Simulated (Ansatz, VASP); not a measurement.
**LiF: VASP beside Ansatz**

The input INCAR:

```
PREC = Accurate
ENCUT = 520
EDIFF = 1E-6
ISMEAR = 0
SIGMA = 0.05
LREAL = F
LASPH = T
NELM = 60
ALGO = Normal
ISIF = 2
LWAVE = F
LCHARG = T
GGA = PE
LELF = T
LVHAR = T
NBANDS = 18
```

KPOINTS

```
regular mesh
0
Gamma
  9 9 6
```

The input POSCAR:

```
LiF
1.0
    3.0027653328      0.0000000000      0.0000000000
   -1.5013826664      2.6004710598      0.0000000000
    0.0000000000      0.0000000000      5.3121921503
Li F
2 2
Direct
    0.3333333333      0.6666666667      0.3810713234
    0.6666666667      0.3333333333      0.8810713234
    0.3333333333      0.6666666667      0.9939266766
    0.6666666667      0.3333333333      0.4939266766
```

Input for Ansatz:

```yaml
crystal:
  lattice:
    - [3.0027653328, 0.0, 0.0]
    - [-1.5013826664, 2.6004710598, 0.0]
    - [0.0, 0.0, 5.3121921503]
  atoms:
    - { symbol: Li, position: [0.3333333333, 0.6666666667, 0.3810713234] }
    - { symbol: Li, position: [0.6666666667, 0.3333333333, 0.8810713234] }
    - { symbol: F, position: [0.3333333333, 0.6666666667, 0.9939266766] }
    - { symbol: F, position: [0.6666666667, 0.3333333333, 0.4939266766] }
basis:
  ecutwfc: 520.0
kpoints:
  mp_grid: { grid: [9, 9, 6] }
hamiltonian:
  xc: pbe
scf:
  occupations: { method: gaussian, width: 0.05 }
output:
  forces: true
  stress: true
  eigenvalues: true
```

Alike in both runs: task single point; functional PBE; k mesh 9 × 9 × 6; occupations gaussian, width 0.05 eV; no spin polarisation.

|  | VASP | Ansatz |
| --- | --- | --- |
| version | VASP 6.6.1 | Ansatz 0.2.0 |
| potentials or method | VASP PAW PBE potentials, release 64 (Li_sv, F), cutoff 520 eV | scalar-relativistic, plane waves, PAW |
| valence electrons in the cell | 20 | 20 |

|  | VASP | Ansatz | Ansatz less VASP |
| --- | --- | --- | --- |
| gap on the k mesh at the Fermi level (eV) | 7.60 | 7.61 | +0.012 |
| least direct gap on the mesh (eV) | 7.60 | 7.61 | +0.012 |
| rms of the force components (eV/Å) | 0.144 | 0.134 | -0.0097 |

Atom by atom the forces differ by 0.010 eV/Å (rms over components).

Noted on VASP's run: the cutoff is short for stress, so the pressure is rough.
